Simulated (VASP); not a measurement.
# KTaO3 (Pm-3m) in VASP: further runs, part 2 of 3

VASP 6.6.1. Earlier steps stand in the parts before.

## Step 3: Single point, PBEsol

This run uses another cell than the first one, of 11.66 Å³/atom.

Input file INCAR:

```
  PREC = Accurate
  ENCUT = 520
  EDIFF = 1E-6
  ISMEAR = -1
  SIGMA = 0.05
  LREAL = False
  LASPH = True
  NELM = 80
  ALGO = Normal
  ISIF = 2
  LWAVE = False
  LCHARG = False
  GGA = PS
  NBANDS = 27
```

Input file KPOINTS:

```
Automatic mesh
0
Gamma
  7 7 7
```

Input file POSCAR:

```
KTaO3
1.0
    3.8776449411      0.0000000000      0.0000000000
    0.0000000000      3.8776449411      0.0000000000
    0.0000000000      0.0000000000      3.8776449411
Ta K O
1 1 3
Direct
    0.0000000000      0.0000000000      0.0000000000
    0.5000000000      0.5000000000      0.5000000000
    0.0000000000      0.0000000000      0.5000000000
    0.0000000000      0.5000000000      0.0000000000
    0.5000000000      0.0000000000      0.0000000000
```

Potentials or basis: VASP PAW PBE potentials, release 64 (Ta_pv, K_sv, O).

Launch:

```sh
$ cat potpaw_PBE.64/Ta_pv/POTCAR potpaw_PBE.64/K_sv/POTCAR potpaw_PBE.64/O/POTCAR > POTCAR
$ mpirun -np 1 vasp_std > vasp.out
```

OUTCAR:

```text
PREC = Accurate
   ENCUT = 520
   EDIFF = 1E-6
   ISMEAR = -1
   LREAL = False
   LASPH = True
   NELM = 80
   ISIF = 2
   GGA = PS

 ion  position               nearest neighbor table
   1  0.000  0.000  0.000-   3 1.94   4 1.94   5 1.94   3 1.94   4 1.94   5 1.94   2 3.36   2 3.36
                             2 3.36   2 3.36   2 3.36   2 3.36   2 3.36   2 3.36
   2  0.500  0.500  0.500-   3 2.74   4 2.74   5 2.74   4 2.74   5 2.74   3 2.74   5 2.74   5 2.74
                             3 2.74   4 2.74   4 2.74   3 2.74   1 3.36   1 3.36   1 3.36   1 3.36
   3  0.000  0.000  0.500-   1 1.94   1 1.94   2 2.74   2 2.74   2 2.74   2 2.74
   4  0.000  0.500  0.000-   1 1.94   1 1.94   2 2.74   2 2.74   2 2.74   2 2.74
   5  0.500  0.000  0.000-   1 1.94   1 1.94   2 2.74   2 2.74   2 2.74   2 2.74

  LATTYP: Found a simple cubic cell.
 ALAT       =     3.8776449411

  Lattice vectors:

 A1 = (   3.8776449411,   0.0000000000,   0.0000000000)
 A2 = (   0.0000000000,   3.8776449411,   0.0000000000)
 A3 = (   0.0000000000,   0.0000000000,   3.8776449411)

Analysis of symmetry for initial positions (statically):
=====================================================================
 Subroutine PRICEL returns:
 Original cell was already a primitive cell.

 Routine SETGRP: Setting up the symmetry group for a
 simple cubic supercell.

 Subroutine GETGRP returns: Found 48 space group operations
 (whereof 48 operations were pure point group operations)
 out of a pool of 48 trial point group operations.

The static configuration has the point symmetry O_h .

Analysis of symmetry for dynamics (positions and initial velocities):
=====================================================================
 Subroutine PRICEL returns:
 Original cell was already a primitive cell.

 Routine SETGRP: Setting up the symmetry group for a
 simple cubic supercell.

 Subroutine GETGRP returns: Found 48 space group operations
 (whereof 48 operations were pure point group operations)
 out of a pool of 48 trial point group operations.

The dynamic configuration has the point symmetry O_h .

 Subroutine INISYM returns: Found 48 space group operations
 (whereof 48 operations are pure point group operations),
 and found     1 'primitive' translations

----------------------------------------------------------------------------------------

                                     Primitive cell

  volume of cell :      58.3048

  direct lattice vectors                    reciprocal lattice vectors
     3.877644941  0.000000000  0.000000000     0.257888490  0.000000000  0.000000000
     0.000000000  3.877644941  0.000000000     0.000000000  0.257888490  0.000000000
     0.000000000  0.000000000  3.877644941     0.000000000  0.000000000  0.257888490

  length of vectors
     3.877644941  3.877644941  3.877644941     0.257888490  0.257888490  0.257888490

  position of ions in fractional coordinates (direct lattice)
     0.000000000  0.000000000  0.000000000
     0.500000000  0.500000000  0.500000000
     0.000000000  0.000000000  0.500000000
     0.000000000  0.500000000  0.000000000
     0.500000000  0.000000000  0.000000000

  ion indices of the primitive-cell ions
   primitive index   ion index
                 1           1
                 2           2
                 3           3
                 4           4
[... 27 lines left out ...]

 Following reciprocal coordinates:
            Coordinates               Weight
  0.000000  0.000000  0.000000      1.000000
  0.142857  0.000000  0.000000      6.000000
  0.285714  0.000000  0.000000      6.000000
  0.428571  0.000000  0.000000      6.000000
  0.142857  0.142857  0.000000     12.000000
  0.285714  0.142857  0.000000     24.000000
[... 12 lines left out ...]
  0.428571  0.428571  0.285714     24.000000
  0.428571  0.428571  0.428571      8.000000
   k-points           NKPTS =     20   k-points in BZ     NKDIM =     20   number of bands    NBANDS=     27
   number of dos      NEDOS =    301   number of ions     NIONS =      5
   total plane-waves  NPLWV =  27000
   dimension x,y,z NGX =    30 NGY =   30 NGZ =   30
   dimension x,y,z NGXF=    60 NGYF=   60 NGZF=   60
   ions per type =               1   1   3
   NGX,Y,Z   is equivalent  to a cutoff of  12.86, 12.86, 12.86 a.u.
   NGXF,Y,Z  is equivalent  to a cutoff of  25.72, 25.72, 25.72 a.u.
 SYSTEM =  unknown system
   PREC   = accura    normal or accurate (medium, high low for compatibility)
   ISTART =      0    job   : 0-new  1-cont  2-samecut
   ICHARG =      2    charge: 1-file 2-atom 10-const
   ISPIN  =      1    spin polarized calculation?
   LNONCOLLINEAR =      F non collinear calculations
   LSORBIT =      F    spin-orbit coupling
   LASPH  =      T    aspherical Exc in radial PAW
   ENCUT  =  520.0 eV  38.22 Ry    6.18 a.u.   7.21  7.21  7.21*2*pi/ulx,y,z
   NELM   =     80;   NELMIN=  2; NELMDL= -5     # of ELM steps
   EDIFF  = 0.1E-05   stopping-criterion for ELM
   LREAL  =      F    real-space projection
   EDIFFG = 0.1E-04   stopping-criterion for IOM
   NSW    =      0    number of steps for IOM
   IBRION =     -1    ionic relax: 0-MD 1-quasi-New 2-CG
   NFREE  =      0    steps in history (QN), initial steepest desc. (CG)
   ISIF   =      2    stress and relaxation
   ISYM   =      2    0-nonsym 1-usesym 2-fastsym
   POTIM  = 0.5000    time-step for ionic-motion
   TEBEG  =    0.0;   TEEND  =   0.0 temperature during run
   PSTRESS=    0.0 pullay stress
   NELECT =      38.0000    total number of electrons
   NUPDOWN=      -1.0000    fix difference up-down
   EMIN   =  10.00;   EMAX   =-10.00  energy-range for DOS
   EFERMI =   0.00;   METHOD = LEGACY
   ISMEAR =    -1;   SIGMA  =   0.05  broadening in eV -4-tet -1-fermi 0-gaus
   EFERMI_NEDOS =   21; number of points for ismear=-14 and -15
   IALGO  =     38    algorithm
   IMIX   =      4    mixing-type and parameters
     AMIX     =   0.40;   BMIX     =  1.00
     AMIX_MAG =   1.60;   BMIX_MAG =  1.00
  volume/ion in A,a.u.               =      11.66        78.69
  Fermi-wavevector in a.u.,A,eV,Ry     =   1.419389  2.682256 27.411169  2.014664
  Thomas-Fermi vector in A             =   2.540414
   LORBIT       =      0    0 simple, 1 ext, 2 COOP (PROOUT), +10 PAW based schemes
   GGA     = PS    functional components
   LHFCALC =     F    Hartree Fock is set to
   AEXX    =    0.0000 exact exchange contribution
   IVDW    =     0    specifies the selected vdW correction
   LEPSILON=     F    determine dielectric tensor
   LRPA    =     F    only Hartree local field effects (RPA)
 non-spin polarized calculation
  energy-cutoff  :      520.00
  volume of cell :       58.30
 maximum number of plane-waves:      1588
 NGX is ok and might be reduce to    30
   NGX = 15   NGY = 15   NGZ = 15

 number of electron      38.0000022 magnetization

 Free energy of the ion-electron system (eV)
  ---------------------------------------------------
  ext. energy  EPLUGINS =         0.00000000
  ---------------------------------------------------
  free energy    TOTEN  =       -42.59508224 eV

  energy without entropy =      -42.59508223  energy(sigma->0) =      -42.59508224

 E-fermi :   3.2855     XC(G=0): -11.5909

 val. band max:        2.1963030099   @ k =   0.4286   0.4286   0.4286
 cond. band min:       4.5120874669   @ k =   0.0000   0.0000   0.0000
 fundamental gap:      2.3157844570
 Fermi energy:         3.2854573473

 k-point     1 :       0.0000    0.0000    0.0000
  band No.  band energies     occupation
      1     -31.4327      2.00000
      2     -31.4327      2.00000
      3     -31.4327      2.00000
      4     -24.8055      2.00000
      5     -15.5313      2.00000
      6     -14.7926      2.00000
[... 589 lines left out ...]
     26      13.6760      0.00000
     27      14.4909      0.00000

------------------------ aborting loop because EDIFF is reached ----------------------------------------

  FORCE on cell =-STRESS in cart. coord.  units (eV):
  Direction    XX          YY          ZZ          XY          YZ          ZX
  --------------------------------------------------------------------------------------
  -------------------------------------------------------------------------------------
  Total        7.7080920      7.7080920      7.7080920     -0.0000000     -0.0000000     -0.0000000
  in kB      211.8133609    211.8133609    211.8133609     -0.0000000     -0.0000000     -0.0000000
  external PRESSURE =     211.8133609 kB  Pullay stress =       0.0000000 kB

 VOLUME and BASIS-vectors are now :
 -----------------------------------------------------------------------------
  energy-cutoff  :      520.00
  volume of cell :       58.30
      direct lattice vectors                 reciprocal lattice vectors
     3.877644941  0.000000000  0.000000000     0.257888490  0.000000000  0.000000000
     0.000000000  3.877644941  0.000000000     0.000000000  0.257888490  0.000000000
     0.000000000  0.000000000  3.877644941     0.000000000  0.000000000  0.257888490

 POSITION                                       TOTAL-FORCE (eV/Angst)
 -----------------------------------------------------------------------------------
      0.00000      0.00000      0.00000         0.000000      0.000000      0.000000
      1.93882      1.93882      1.93882         0.000000      0.000000      0.000000
      0.00000      0.00000      1.93882         0.000000      0.000000      0.000000
      0.00000      1.93882      0.00000         0.000000      0.000000      0.000000
      1.93882      0.00000      0.00000         0.000000      0.000000      0.000000
 -----------------------------------------------------------------------------------
    total drift:                                0.000000     -0.000000      0.000000

  FREE ENERGIE OF THE ION-ELECTRON SYSTEM (eV)
  ---------------------------------------------------
  free  energy   TOTEN  =       -42.5950822351 eV

  energy  without entropy=      -42.5950822350  energy(sigma->0) =      -42.59508224
```

OSZICAR:

```text
N       E                     dE             d eps       ncg     rms          rms(c)
DAV:   1     0.327207102592E+03    0.32721E+03   -0.20884E+04  1080   0.143E+03
DAV:   2    -0.305910400680E+02   -0.35780E+03   -0.34629E+03  1271   0.415E+02
DAV:   3    -0.495418265167E+02   -0.18951E+02   -0.18864E+02  1420   0.923E+01
DAV:   4    -0.501698634359E+02   -0.62804E+00   -0.62652E+00  1824   0.108E+01
DAV:   5    -0.501727294633E+02   -0.28660E-02   -0.28656E-02  1403   0.760E-01    0.402E+01
DAV:   6    -0.427993597579E+02    0.73734E+01   -0.29417E+01  1270   0.389E+01    0.162E+01
DAV:   7    -0.426649677054E+02    0.13439E+00   -0.13589E+00  1433   0.769E+00    0.107E+01
DAV:   8    -0.426061432582E+02    0.58824E-01   -0.26390E-01  1305   0.419E+00    0.247E+00
DAV:   9    -0.425955730678E+02    0.10570E-01   -0.29001E-02  1385   0.119E+00    0.230E-01
DAV:  10    -0.425950412272E+02    0.53184E-03   -0.49431E-03  1548   0.498E-01    0.458E-02
DAV:  11    -0.425950681748E+02   -0.26948E-04   -0.25474E-04  1502   0.111E-01    0.287E-02
DAV:  12    -0.425950834517E+02   -0.15277E-04   -0.41428E-05  1491   0.445E-02    0.901E-03
DAV:  13    -0.425950824405E+02    0.10112E-05   -0.47754E-06  1298   0.139E-02    0.905E-03
DAV:  14    -0.425950822351E+02    0.20549E-06   -0.54727E-07   824   0.650E-03
   1 F= -.42595082E+02 E0= -.42595082E+02  d E =-.861382E-10
```

Wall time 50 s (1 thread of Intel Xeon 8259CL, shared host); peak memory 0.19 GiB.

What came out:

```yaml
Free_energy: -42.5951 eV
Pressure: 21.2 GPa
Band_gap_on_the_k_mesh: 2.32 eV (least direct gap 2.81 eV)
```

Caveat: the cell stands under pressure; the PAW data sets were made with another functional, which shifts forces and pressure a little; spin-orbit coupling is left out, which moves the levels of the heavy elements; an odd mesh through Γ misses points on the zone boundary, where band edges can lie.

## Step 4: Single point, PBEsol

This run uses another cell than the first one, of 12.11 Å³/atom.

Input file INCAR:

```
SYSTEM = KTaO3
PREC = Accurate
ENCUT = 520
EDIFF = 1E-7
ISMEAR = -1
SIGMA = 0.05
LREAL = .False.
LASPH = .True.
NELM = 60
ALGO = Normal
ISIF = 2
LWAVE = .False.
LCHARG = .False.
GGA = PS
NBANDS = 27
```

Input file KPOINTS:

```
Automatic mesh
0
Gamma
  7 7 7
  0 0 0
```

Edit POSCAR of step 3 so:

```diff
@@ -2,5 +2,5 @@
 1.0
-    3.8776449411      0.0000000000      0.0000000000
-    0.0000000000      3.8776449411      0.0000000000
-    0.0000000000      0.0000000000      3.8776449411
+    3.9264646771      0.0000000000      0.0000000000
+    0.0000000000      3.9264646771      0.0000000000
+    0.0000000000      0.0000000000      3.9264646771
 Ta K O
```

Launch:

```sh
$ cat potpaw_PBE.64/Ta_pv/POTCAR potpaw_PBE.64/K_sv/POTCAR potpaw_PBE.64/O/POTCAR > POTCAR
$ mpirun -np 1 vasp_std > vasp.out
```

Wall time 50 s (1 thread of Intel Xeon 8259CL, shared host); peak memory 0.19 GiB.

It converged, with:

| Property | Result |
| --- | --- |
| Free energy | -42.8194 eV |
| Pressure | 11.0 GPa |
| Band gap on the k mesh | 2.24 eV (least direct gap 2.77 eV) |

Levels at points of the mesh, in eV from the valence-band top:
| k point | band 16 | band 17 | band 18 | band 19 | band 20 | band 21 | band 22 | band 23 |
| --- | --- | --- | --- | --- | --- | --- | --- | --- |
| (0.00, 0.00, 0.00) | -1.09 | -0.53 | -0.53 | -0.53 | 2.24 | 2.24 | 2.24 | 6.88 |

Caveat: the cell stands under pressure; the PAW data sets were made with another functional, which shifts forces and pressure a little; spin-orbit coupling is left out, which moves the levels of the heavy elements; an odd mesh through Γ misses points on the zone boundary, where band edges can lie.

[end of part 2 of 3]
